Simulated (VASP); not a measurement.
# Co: relaxation of cell and atoms with RPBE

Co:

```
CELL_PARAMETERS angstrom
2.47056 0.00000 0.00000
-1.23528 2.13957 0.00000
0.00000 0.00000 8.08823
ATOMIC_POSITIONS crystal
Co 0.66667 0.33333 0.75000
Co 0.00000 0.00000 0.50000
Co 0.33333 0.66667 0.25000
Co 0.00000 0.00000 0.00000
```

* Program: VASP 6.6.1
* Task: relaxation of cell and atoms
* Functional: RPBE
* Potentials or basis: VASP PAW PBE potentials, release 64 (Co)
* Cutoff: 600 eV
* k mesh: 12 × 12 × 4
* Occupations: fermi-dirac, width 0.05 eV
* Spin: collinear spin, ferromagnetic start
* Starting moments: [2.0, 2.0, 2.0, 2.0] μB
* Dipole correction: no
* Further INCAR settings: ALGO = Normal; EDIFF = 1e-06; IBRION = 2; EDIFFG = -0.01; NSW = 60; ISIF = 3

```
Relaxed volume                                        : 11.19 Å³/atom
Relaxed cell                                          : a = 2.518 Å, b = 2.518 Å, c = 8.148 Å, α = 90.00°, β = 90.00°, γ = 120.00°
Space group after relaxing (to 0.1 Å)                 : P6_3/mmc (No. 194)
Energy gained by relaxing                             : 15.8 meV/atom
Ionic steps                                           : 6
Pressure after relaxing                               : 0.1 GPa
Net moment                                            : 6.75 μB per cell
Site moments                                          : Co +1.72, +1.71 (each value once) μB
Valence electrons inside the program's atomic spheres : Co 8.21, 8.22 (each value once)
```

Step by step:
```
step  energy change (eV)  largest force (eV/Å)  pressure (GPa)  volume (Å³)
   1              0.0000                0.0000            9.78        42.75
   2             -0.0082                0.0000           -7.90        46.92
   3             -0.0624                0.0000           -0.33        44.83
   4             -0.0624                0.0000            0.00        44.79
   5             -0.0632                0.0000            0.08        44.76
   6             -0.0632                0.0000            0.13        44.75
```

Final structure:
```
Co
1.0
     2.51838    0.00000    0.00000
    -1.25919    2.18098    0.00000
     0.00000    0.00000    8.14769
Co
4
Direct
  0.66667 0.33333 0.75000
  0.00000 0.00000 0.50000
  0.33333 0.66667 0.25000
  0.00000 0.00000 0.00000
```

Levels at points of the mesh, in eV from the Fermi level:
Spin up:
```tsv
k point	band 19	band 20	band 21	band 22	band 23	band 24	band 25	band 26
(0.00, 0.00, 0.00)	-1.62	-1.30	-1.30	-0.93	-0.93	-0.13	6.01	14.60
(0.50, 0.00, 0.00)	-0.70	-0.68	0.24	1.33	2.27	2.90	6.61	6.63
(0.00, 0.00, 0.50)	-1.76	-1.76	-1.09	-1.09	-1.09	-1.09	9.05	9.05
(0.50, 0.00, 0.50)	-0.74	-0.74	1.10	1.10	2.63	2.63	7.01	7.01
```
Spin down:
| k point | band 10 | band 11 | band 12 | band 13 | band 14 | band 15 | band 16 | band 17 | band 18 | band 19 |
| --- | --- | --- | --- | --- | --- | --- | --- | --- | --- | --- |
| (0.00, 0.00, 0.00) | -1.04 | -0.98 | -0.76 | -0.76 | -0.73 | -0.73 | -0.24 | 0.08 | 0.08 | 0.40 |
| (0.50, 0.00, 0.00) | -1.08 | -0.70 | -0.08 | -0.04 | 0.45 | 1.13 | 1.18 | 1.19 | 1.20 | 1.25 |
| (0.00, 0.00, 0.50) | -0.96 | -0.96 | -0.96 | -0.88 | -0.88 | -0.88 | -0.88 | 0.26 | 0.26 | 0.26 |
| (0.50, 0.00, 0.50) | -0.81 | -0.80 | -0.80 | -0.21 | -0.21 | 0.81 | 0.81 | 1.15 | 1.15 | 1.25 |

Wall time 12 min on 1 thread of Intel(R) Xeon(R) 6975P-C (Granite Rapids) (shared host), peak memory 0.26 GiB.

Caveat: the PAW data sets were made with another functional, which shifts forces and pressure a little.
